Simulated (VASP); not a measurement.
Wanted: the native input for a VASP 6.6.1 run.

```
Task                   : single point
Functional             : PBEsol
Potentials or basis    : VASP PAW PBE potentials, release 64 (Cd)
Cutoff                 : 500 eV
k mesh                 : 7 × 7 × 3
Occupations            : fermi-dirac, width 0.3 eV
Spin                   : no spin polarisation
Dipole correction      : no
Further INCAR settings : ALGO = Normal; EDIFF = 1e-06; NBANDS = 19
```

The structure of Cd lies in POSCAR:

```
Cd
1.0
    2.9698778754      0.0000000000      0.0000000000
   -1.4849389377      2.5719896862      0.0000000000
    0.0000000000      0.0000000000      5.5087279630
Cd
2
Direct
    0.3333333333      0.6666666667      0.2500000000
    0.6666666667      0.3333333333      0.7500000000
```

One way to write it, as run:

INCAR

```
SYSTEM = Cd
ALGO = Normal ; EDIFF = 1E-6
ENCUT = 500 ; GGA = PS
GGA_COMPAT = .False. ; ISIF = 2
ISMEAR = -1 ; LASPH = .True.
LCHARG = .False. ; LREAL = .False.
LWAVE = .False. ; NBANDS = 19
NELM = 120 ; PREC = Accurate
SIGMA = 0.3
```

KPOINTS

```
k-points
0
Gamma
  7 7 3
  0 0 0
```

Potentials or basis: VASP PAW PBE potentials, release 64 (Cd).

Command:

```console
$ cat potpaw_PBE.64/Cd/POTCAR > POTCAR
$ mpirun -np 1 vasp_std > vasp.out
```

It gave:

```json
{"Pressure": "0.4 GPa", "Band gap on the k mesh": "zero (band 12 reaches 4.16 eV, above the bottom of band 13 at 0.14 eV)"}
```

Caveat: the k points lie up to 0.38 Å⁻¹ apart; the PAW data sets were made with another functional, which shifts forces and pressure a little.

Run time: 15 s on 1 thread of Intel Xeon 8259CL (shared host), peak memory 0.16 GiB.
